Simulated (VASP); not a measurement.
# BN (P6_3mc) in VASP: single point with PBEsol

Aim: the single point of BN with PBEsol.

Program: VASP 6.6.1. These are calculated values, not measurements. Logs are shortened: lines on timing, memory, paths and dates and some standing lists are left out, and cuts for length are marked.

## 1. The cell of the first run

Symmetry: P6_3mc, No. 186, hexagonal system. Conventional cell: a = 2.541 Å, b = 2.541 Å, c = 4.203 Å, α = 90.00°, β = 90.00°, γ = 120.00°. B (site symmetry 3m) has 4 N at 1.56 to 1.57 Å within 2.1 Å. Within 2.1 Å of N (site symmetry 3m) lie 4 B at 1.56 to 1.57 Å.

## 2. Single point, PBEsol

Contents of INCAR:

```
SYSTEM = BN
PREC = Accurate
ENCUT = 520
EDIFF = 1E-7
ISMEAR = -1
SIGMA = 0.05
LREAL = .False.
LASPH = .True.
NELM = 60
ALGO = Normal
ISIF = 2
LWAVE = .False.
LCHARG = .False.
GGA = PS
NBANDS = 16
```

Contents of KPOINTS:

```
regular mesh
0
Gamma
  11 11 6
  0 0 0
```

Contents of POSCAR:

```
BN
1.0
    2.5409970000      0.0000000000      0.0000000000
   -1.2704980000      2.2005680000      0.0000000000
    0.0000000000      0.0000000000      4.2032910000
B N
2 2
Direct
    0.3333330000      0.6666670000      0.0007680000
    0.6666670000      0.3333330000      0.5007680000
    0.3333330000      0.6666670000      0.3752320000
    0.6666670000      0.3333330000      0.8752320000
```

Potentials or basis: VASP PAW PBE potentials, release 64 (B, N).

Command:

```
$ cat potpaw_PBE.64/B/POTCAR potpaw_PBE.64/N/POTCAR > POTCAR
$ mpirun -np 1 vasp_std > vasp.out
```

OUTCAR:

```text
SYSTEM = BN
   PREC = Accurate
   ENCUT = 520
   EDIFF = 1E-7
   ISMEAR = -1
   LREAL = .False.
   LASPH = .True.
   NELM = 60
   ISIF = 2
   GGA = PS

 ion  position               nearest neighbor table
   1  0.333  0.667  0.001-   4 1.56   4 1.56   4 1.56   3 1.57
   2  0.667  0.333  0.501-   3 1.56   3 1.56   3 1.56   4 1.57
   3  0.333  0.667  0.375-   2 1.56   2 1.56   2 1.56   1 1.57
   4  0.667  0.333  0.875-   1 1.56   1 1.56   1 1.56   2 1.57

  LATTYP: Found a hexagonal cell.
 ALAT       =     2.5409970000
 C/A-ratio  =     1.6541896744

  Lattice vectors:

 A1 = (   2.5409970000,   0.0000000000,   0.0000000000)
 A2 = (  -1.2704980000,   2.2005680000,   0.0000000000)
 A3 = (   0.0000000000,   0.0000000000,   4.2032910000)

Analysis of symmetry for initial positions (statically):
=====================================================================
 Subroutine PRICEL returns:
 Original cell was already a primitive cell.

 Routine SETGRP: Setting up the symmetry group for a
 hexagonal supercell.

 Subroutine GETGRP returns: Found 12 space group operations
 (whereof  6 operations were pure point group operations)
 out of a pool of 24 trial point group operations.

The static configuration has the point symmetry C_3v.
 The point group associated with its full space group is C_6v.

Analysis of symmetry for dynamics (positions and initial velocities):
=====================================================================
 Subroutine PRICEL returns:
 Original cell was already a primitive cell.

 Routine SETGRP: Setting up the symmetry group for a
 hexagonal supercell.

 Subroutine GETGRP returns: Found 12 space group operations
 (whereof  6 operations were pure point group operations)
 out of a pool of 24 trial point group operations.

The dynamic configuration has the point symmetry C_3v.
 The point group associated with its full space group is C_6v.

 Subroutine INISYM returns: Found 12 space group operations
 (whereof  6 operations are pure point group operations),
 and found     1 'primitive' translations

----------------------------------------------------------------------------------------

                                     Primitive cell

  volume of cell :      23.5033

  direct lattice vectors                    reciprocal lattice vectors
     2.540997000  0.000000000  0.000000000     0.393546313  0.227213975  0.000000000
    -1.270498000  2.200568000  0.000000000     0.000000000  0.454428129  0.000000000
     0.000000000  0.000000000  4.203291000     0.000000000  0.000000000  0.237908820

  length of vectors
     2.540997000  2.540996791  4.203291000     0.454428092  0.454428129  0.237908820

  position of ions in fractional coordinates (direct lattice)
     0.333333000  0.666667000  0.000768000
     0.666667000  0.333333000  0.500768000
     0.333333000  0.666667000  0.375232000
     0.666667000  0.333333000  0.875232000

  ion indices of the primitive-cell ions
   primitive index   ion index
                 1           1
                 2           2
                 3           3
                 4           4

----------------------------------------------------------------------------------------

 KPOINTS: regular mesh

Automatic generation of k-mesh.
 Grid dimensions read from file:
 generate k-points for:   11   11    6

 Generating k-lattice:

  Cartesian coordinates                     Fractional coordinates (reciprocal lattice)
     0.035776938  0.020655816  0.000000000     0.090909091  0.000000000  0.000000000
     0.000000000  0.041311648  0.000000000     0.000000000  0.090909091  0.000000000
     0.000000000  0.000000000  0.039651470     0.000000000  0.000000000  0.166666667

  Length of vectors
     0.041311645  0.041311648  0.039651470

  Shift w.r.t. Gamma in fractional coordinates (k-lattice)
     0.000000000  0.000000000  0.000000000

 Subroutine IBZKPT returns following result:
 ===========================================

 Found     64 irreducible k-points:

 Following reciprocal coordinates:
            Coordinates               Weight
  0.000000  0.000000  0.000000      1.000000
  0.090909  0.000000  0.000000      6.000000
  0.181818 -0.000000  0.000000      6.000000
  0.272727  0.000000  0.000000      6.000000
  0.363636 -0.000000  0.000000      6.000000
  0.454545  0.000000  0.000000      6.000000
[... 16 lines left out ...]
  0.090909  0.090909  0.166667     12.000000
  0.181818  0.090909  0.166667     24.000000
 [... further k-points ...]
   k-points           NKPTS =     64   k-points in BZ     NKDIM =     64   number of bands    NBANDS=     16
   number of dos      NEDOS =    301   number of ions     NIONS =      4
   total plane-waves  NPLWV =  12800
   dimension x,y,z NGX =    20 NGY =   20 NGZ =   32
   dimension x,y,z NGXF=    40 NGYF=   40 NGZF=   64
   ions per type =               2   2
   NGX,Y,Z   is equivalent  to a cutoff of  13.09, 13.09, 12.66 a.u.
   NGXF,Y,Z  is equivalent  to a cutoff of  26.17, 26.17, 25.31 a.u.
 SYSTEM =  BN
   PREC   = accura    normal or accurate (medium, high low for compatibility)
   ISTART =      0    job   : 0-new  1-cont  2-samecut
   ICHARG =      2    charge: 1-file 2-atom 10-const
   ISPIN  =      1    spin polarized calculation?
   LNONCOLLINEAR =      F non collinear calculations
   LSORBIT =      F    spin-orbit coupling
   LASPH  =      T    aspherical Exc in radial PAW
   ENCUT  =  520.0 eV  38.22 Ry    6.18 a.u.   4.72  4.72  7.82*2*pi/ulx,y,z
   NELM   =     60;   NELMIN=  2; NELMDL= -5     # of ELM steps
   EDIFF  = 0.1E-06   stopping-criterion for ELM
   LREAL  =      F    real-space projection
   EDIFFG = 0.1E-05   stopping-criterion for IOM
   NSW    =      0    number of steps for IOM
   IBRION =     -1    ionic relax: 0-MD 1-quasi-New 2-CG
   NFREE  =      0    steps in history (QN), initial steepest desc. (CG)
   ISIF   =      2    stress and relaxation
   ISYM   =      2    0-nonsym 1-usesym 2-fastsym
   POTIM  = 0.5000    time-step for ionic-motion
   TEBEG  =    0.0;   TEEND  =   0.0 temperature during run
   PSTRESS=    0.0 pullay stress
   NELECT =      16.0000    total number of electrons
   NUPDOWN=      -1.0000    fix difference up-down
   EMIN   =  10.00;   EMAX   =-10.00  energy-range for DOS
   EFERMI =   0.00;   METHOD = LEGACY
   ISMEAR =    -1;   SIGMA  =   0.05  broadening in eV -4-tet -1-fermi 0-gaus
   EFERMI_NEDOS =   21; number of points for ismear=-14 and -15
   IALGO  =     38    algorithm
   IMIX   =      4    mixing-type and parameters
     AMIX     =   0.40;   BMIX     =  1.00
     AMIX_MAG =   1.60;   BMIX_MAG =  1.00
  volume/ion in A,a.u.               =       5.88        39.65
  Fermi-wavevector in a.u.,A,eV,Ry     =   1.440142  2.721474 28.218611  2.074009
  Thomas-Fermi vector in A             =   2.558919
   LORBIT       =      0    0 simple, 1 ext, 2 COOP (PROOUT), +10 PAW based schemes
   GGA     = PS    functional components
   LHFCALC =     F    Hartree Fock is set to
   AEXX    =    0.0000 exact exchange contribution
   IVDW    =     0    specifies the selected vdW correction
   LEPSILON=     F    determine dielectric tensor
   LRPA    =     F    only Hartree local field effects (RPA)
 non-spin polarized calculation
  energy-cutoff  :      520.00
  volume of cell :       23.50
 maximum number of plane-waves:       652
 NGX is ok and might be reduce to    20
   NGX =  9   NGY =  9   NGZ = 15

 number of electron      16.0000000 magnetization

 Free energy of the ion-electron system (eV)
  ---------------------------------------------------
  ext. energy  EPLUGINS =         0.00000000
  ---------------------------------------------------
  free energy    TOTEN  =       -36.62573389 eV

  energy without entropy =      -36.62573389  energy(sigma->0) =      -36.62573389

 E-fermi :   8.5949     XC(G=0): -13.0325

 val. band max:        7.5892478117   @ k =   0.0000   0.0000   0.0000
 cond. band min:      12.7089300488   @ k =   0.3636   0.2727   0.0000
 fundamental gap:      5.1196822372
 Fermi energy:         8.5948572362

 k-point     1 :       0.0000    0.0000    0.0000
  band No.  band energies     occupation
      1     -12.9047      2.00000
      2      -8.6762      2.00000
      3      -3.4765      2.00000
      4       5.4415      2.00000
      5       5.4416      2.00000
      6       7.3067      2.00000
[... 8 lines left out ...]
     15      19.4799      0.00000
     16      23.7276      0.00000

 k-point     2 :       0.0909    0.0000    0.0000
  band No.  band energies     occupation
      1     -12.7231      2.00000
      2      -8.5364      2.00000
      3      -3.2967      2.00000
      4       4.6179      2.00000
      5       5.1029      2.00000
      6       6.9084      2.00000
[... 8 lines left out ...]
     15      20.0062      0.00000
     16      23.4445      0.00000

 k-point     3 :       0.1818   -0.0000    0.0000
  band No.  band energies     occupation
      1     -12.1849      2.00000
      2      -8.1402      2.00000
      3      -2.7653      2.00000
      4       2.7018      2.00000
      5       4.3401      2.00000
      6       5.2778      2.00000
[... 8 lines left out ...]
     15      21.3417      0.00000
     16      22.6867      0.00000

 k-point     4 :       0.2727    0.0000    0.0000
  band No.  band energies     occupation
      1     -11.3149      2.00000
      2      -7.5831      2.00000
      3      -1.9143      2.00000
      4       0.5371      2.00000
      5       3.3087      2.00000
      6       3.5354      2.00000
[... 8 lines left out ...]
     15      22.9943      0.00000
     16      23.2668      0.00000
[... 324 lines left out ...]
 k-point    22 :       0.4545    0.0000    0.1667
  band No.  band energies     occupation
      1      -8.8947      2.00000
      2      -7.3938      2.00000
      3      -2.3376      2.00000
      4      -0.6230      2.00000
      5       1.1829      2.00000
      6       2.7314      2.00000
[... 8 lines left out ...]
     15      24.7176      0.00000
     16      24.8557      0.00000

 k-point    23 :       0.0909    0.0909    0.1667
  band No.  band energies     occupation
      1     -12.1979      2.00000
      2      -8.8198      2.00000
      3      -2.1170      2.00000
      4       3.5787      2.00000
      5       4.3805      2.00000
      6       5.5007      2.00000
[... 8 lines left out ...]
     15      20.9410      0.00000
     16      22.9055      0.00000

 k-point    24 :       0.1818    0.0909    0.1667
  band No.  band energies     occupation
      1     -11.4972      2.00000
      2      -8.2810      2.00000
      3      -1.5436      2.00000
      4       1.7795      2.00000
      5       3.1117      2.00000
      6       4.1625      2.00000
[... 8 lines left out ...]
     15      22.2624      0.00000
     16      22.9405      0.00000

 [... further k-points ...]

------------------------ aborting loop because EDIFF is reached ----------------------------------------

  FORCE on cell =-STRESS in cart. coord.  units (eV):
  Direction    XX          YY          ZZ          XY          YZ          ZX
  --------------------------------------------------------------------------------------
  -------------------------------------------------------------------------------------
  Total        0.0934114      0.0934114      0.0836421      0.0000000      0.0000000      0.0000000
  in kB        6.3676893      6.3676896      5.7017329      0.0000014      0.0000000      0.0000000
  external PRESSURE =       6.1457039 kB  Pullay stress =       0.0000000 kB

 VOLUME and BASIS-vectors are now :
 -----------------------------------------------------------------------------
  energy-cutoff  :      520.00
  volume of cell :       23.50
      direct lattice vectors                 reciprocal lattice vectors
     2.540997000  0.000000000  0.000000000     0.393546313  0.227213975  0.000000000
    -1.270498000  2.200568000  0.000000000     0.000000000  0.454428129  0.000000000
     0.000000000  0.000000000  4.203291000     0.000000000  0.000000000  0.237908820

 POSITION                                       TOTAL-FORCE (eV/Angst)
 -----------------------------------------------------------------------------------
     -0.00000      1.46705      0.00323        -0.000000     -0.000000      0.002740
      1.27050      0.73352      2.10487        -0.000000      0.000000      0.002740
     -0.00000      1.46705      1.57721        -0.000000     -0.000000     -0.002740
      1.27050      0.73352      3.67885         0.000000      0.000000     -0.002740
 -----------------------------------------------------------------------------------
    total drift:                               -0.000790      0.000456     -0.000128

  FREE ENERGIE OF THE ION-ELECTRON SYSTEM (eV)
  ---------------------------------------------------
  free  energy   TOTEN  =       -36.6257338942 eV

  energy  without entropy=      -36.6257338942  energy(sigma->0) =      -36.62573389
```

Run time: 8.6 s. Hardware: 1 thread of Intel Xeon 6975P-C (Granite Rapids), shared host; peak memory 0.14 GiB.

Results:

```
Free energy            : -36.6257 eV
Pressure               : 0.6 GPa
Band gap on the k mesh : 5.12 eV, indirect (least direct gap 8.22 eV)
```

Forces in eV/Å, atoms in the order of the input:
```
B    0.000  0.000  0.003
B    0.000  0.000  0.003
N    0.000  0.000 -0.003
N    0.000  0.000 -0.003
```

Caveat: the PAW data sets were made with another functional, which shifts forces and pressure a little.
